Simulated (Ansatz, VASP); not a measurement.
**LiAl4O: VASP beside Ansatz**

```
Li Al O
1.0
     2.46016   -5.35702    0.00000
     2.46016    5.35702    0.00000
     0.00000    0.00000    4.61993
Li Al O
1 4 1
Direct
  0.00000 0.00000 0.50000
  0.33818 0.66182 0.00000
  0.66182 0.33818 0.00000
  0.00000 0.50000 0.50000
  0.50000 0.00000 0.50000
  0.50000 0.50000 0.00000
```

Change from the starting cell: species swapped into the TmAlNi4 type (Cmmm, No. 65).

Alike in both runs: functional PBE; k mesh 4 × 4 × 4; occupations gaussian, width 0.1 eV; no spin polarisation.

Ansatz relaxed the structure, and its values are those at the end. VASP's run is a single point on that final structure, the one shown.

|  | VASP | Ansatz |
| --- | --- | --- |
| version | VASP 6.6.1 | Ansatz 0.2.0 |
| potentials or method | VASP PAW PBE potentials, release 64 (Li_sv, Al, O), cutoff 520 eV | scalar-relativistic, plane waves, PAW |
| valence electrons in the cell | 21 | 21 |

VASP gave:

| Property | Result |
| --- | --- |
| gap on the k mesh at the Fermi level (eV) | none |
| rms of the force components (eV/Å) | 0.009 |

Problem. Estimate Ansatz's values.

Solution. gap on the k mesh at the Fermi level (eV): none; rms of the force components (eV/Å): 0.001.

A gap of «none» marks a metal or a gap that the smearing closes.

Noted on VASP's run: the cutoff is short for stress, so the pressure is rough.
